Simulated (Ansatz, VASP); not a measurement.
GaSb4: VASP beside Ansatz

```
Ga Sb
1.0
     5.33775    0.00000    0.00000
     0.00000    5.33775    0.00000
     0.00000    0.00000    5.33775
Ga Sb
1 4
Direct
  0.00000 0.00000 0.00000
  0.29502 0.29502 0.29502
  0.70498 0.70498 0.29502
  0.29502 0.70498 0.70498
  0.70498 0.29502 0.70498
```

Change from the starting cell: species swapped into the SnI4 type (P-43m, No. 215).

Alike in both runs: functional PBE; k mesh 8 × 8 × 8; occupations gaussian, width 0.1 eV; no spin polarisation.

Ansatz relaxed the structure, and its values are those at the end. VASP's run is a single point on that final structure, the one shown.

|  | VASP | Ansatz |
| --- | --- | --- |
| version | VASP 6.6.1 | Ansatz 0.2.0 |
| potentials or method | VASP PAW PBE potentials, release 64 (Ga_d, Sb), cutoff 520 eV | scalar-relativistic, plane waves, PAW |
| valence electrons in the cell | 33 | 73 |

```tsv
	VASP	Ansatz	Ansatz less VASP
gap on the k mesh at the Fermi level (eV)	none	none	-
pressure (GPa)	-0.1	0.0	+0.04
rms of the force components (eV/Å)	0.006	0.000	-0.0051
```

A gap of «none» marks a metal or a gap that the smearing closes. VASP's potentials hold 33 valence electrons a cell and Ansatz's 73, so a difference there can come from the potentials and not from the codes.

Spin-orbit coupling is off throughout.
